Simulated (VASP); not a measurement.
Runs of VASP 6.6.1 on EuS. The structure is that of space group Fm-3m (No. 225), or close to it. The cells are those of the table. 

```tsv
level	cell	k mesh	cutoff (eV)	smearing	grid for exact exchange (PRECFOCK)	share of exact exchange	gap on the mesh (eV)	pressure (GPa)	moment (μB)
PBE	a = 4.212 Å, angles 60.0°, 2 atoms	8 × 8 × 8	600	gaussian 0.017 eV	-	-	none	-2.8	6.99
PBE	a = 4.212 Å, angles 60.0°, 2 atoms	8 × 8 × 8	600	gaussian 0.015 eV	-	-	none	-2.8	6.99
PBE+D3(BJ)	a = 4.076 Å, angles 60.0°, 2 atoms	8 × 8 × 8	600	fermi-dirac 0.05 eV	-	-	none	(b)	6.94
PBE	a = 4.212 Å, angles 60.0°, 2 atoms	8 × 8 × 8	600	gaussian 0.023 eV	-	-	none	-2.8	6.99
PBE	a = 4.212 Å, angles 60.0°, 2 atoms	8 × 8 × 8	600	gaussian 0.02 eV	-	-	none	-2.8	6.99
PBE	a = 4.212 Å, angles 60.0°, 2 atoms	8 × 8 × 8	600	gaussian 0.019 eV	-	-	none	-2.8	6.99
PBE0	a = 4.212 Å, angles 60.0°, 2 atoms	4 × 4 × 4	520	fermi-dirac 0.05 eV	Normal	0.25	(a)	-0.1	7.00
PBE	a = 4.212 Å, angles 60.0°, 2 atoms	8 × 8 × 8	600	gaussian 0.016 eV	-	-	none	-2.8	6.99
```

Alike in all rows: task single point; potentials or basis VASP PAW PBE potentials, release 64 (Eu, S); spin collinear, ferromagnetic start.

**Question.** Fill in the values left out.

**Answer.** (a) 1.23; (b) -0.3.

Caveats: some runs use coarse meshes; spin-orbit coupling is left out, which moves the levels of the heavy elements; a cell with one magnetic atom can't hold antiferromagnetic order, which such compounds often take; semilocal functionals describe open f shells poorly, which spoils levels, moments and volumes (at least some runs); the PAW data sets were made with another functional, which shifts forces and pressure a little (at least some runs).

A k mesh can miss the band edges, and the runs leave out spin-orbit coupling on Eu.

A gap of «none» marks levels without a gap at the run's occupations.
